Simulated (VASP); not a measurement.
Crystal: AgI.

```
Ag I
1.0
     4.59000    0.00000    0.00000
    -2.29500    3.97506    0.00000
     0.00000    0.00000    7.52000
Ag I
2 2
Cartesian
  2.2950 1.3250 4.7376
  0.0000 2.6500 0.9776
  2.2950 1.3250 0.0000
  0.0000 2.6500 3.7600
```

| Property | Result |
| --- | --- |
| Program | VASP 6.6.1 |
| Task | relaxation of cell and atoms |
| Functional | LDA |
| Potentials or basis | VASP PAW LDA potentials, release 64 (Ag, I) |
| Cutoff | 500 eV |
| k mesh | 5 × 5 × 3 |
| Occupations | gaussian, width 0.05 eV |
| Spin | no spin polarisation |

At the start: pressure -2.4 GPa; volume 34.30 Å³/atom.

Task: Where does the relaxation end?

Result: Over 5 steps the energy falls by 18.8 meV/atom and the volume is 31.93 Å³/atom (-6.9 %); space group P6_3mc (No. 186, to 0.1 Å) before and after.

The path:
| step | energy change (eV) | largest force (eV/Å) | pressure (GPa) | volume (Å³) |
| --- | --- | --- | --- | --- |
| 1 | 0.0000 | 0.0743 | -2.36 | 137.21 |
| 2 | -0.0746 | 0.0503 | 0.18 | 127.40 |
| 3 | -0.0749 | 0.0523 | 0.01 | 127.89 |
| 4 | -0.0748 | 0.0516 | 0.08 | 127.71 |
| 5 | -0.0754 | 0.0174 | 0.07 | 127.72 |

Final structure:
```yaml
crystal:
  lattice:
    - [4.47223, 0.00000, 0.00000]
    - [-2.23612, 3.87307, 0.00000]
    - [0.00000, 0.00000, 7.37376]
  atoms:
    - { symbol: Ag, position: [0.66667, 0.33333, 0.62919] }
    - { symbol: Ag, position: [0.33333, 0.66667, 0.12919] }
    - { symbol: I, position: [0.66667, 0.33333, 0.00081] }
    - { symbol: I, position: [0.33333, 0.66667, 0.50081] }
```
